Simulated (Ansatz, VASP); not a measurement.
**Re in VASP and in Ansatz**

```
Re
1.0
    -1.84089    1.51227    1.34964
     1.51227   -1.84089    1.34964
     3.40504    3.40504   -1.95150
Re
2
Direct
  0.95827 0.04173 0.00000
  0.79173 0.20827 0.50000
```

Alike in both runs: task single point; functional LDA; k mesh 17 × 17 × 8; occupations fermi-dirac, width 0.1 eV; no spin polarisation.

```csv
,VASP,Ansatz
version,VASP 6.6.1,Ansatz 0.2.0
potentials or method,"VASP PAW LDA potentials, release 64 (Re), cutoff 520 eV","plane waves (420 eV) with PAW, scalar-relativistic"
valence electrons in the cell,14,30
```

```tsv
	VASP	Ansatz	Ansatz less VASP
pressure (GPa)	1.6	0.1	-1.56
traceless stress, the component that is largest in VASP (GPa)	-0.20	-0.11	+0.094
```

Ansatz warns that its potentials were made for another functional, while VASP's fit it. LDA's correlation is that of Perdew and Zunger in VASP and of Perdew and Wang (1992) in Ansatz. VASP's potentials hold 14 valence electrons a cell and Ansatz's 30, so a difference there can come from the potentials and not from the codes.

Spin-orbit coupling is off throughout.
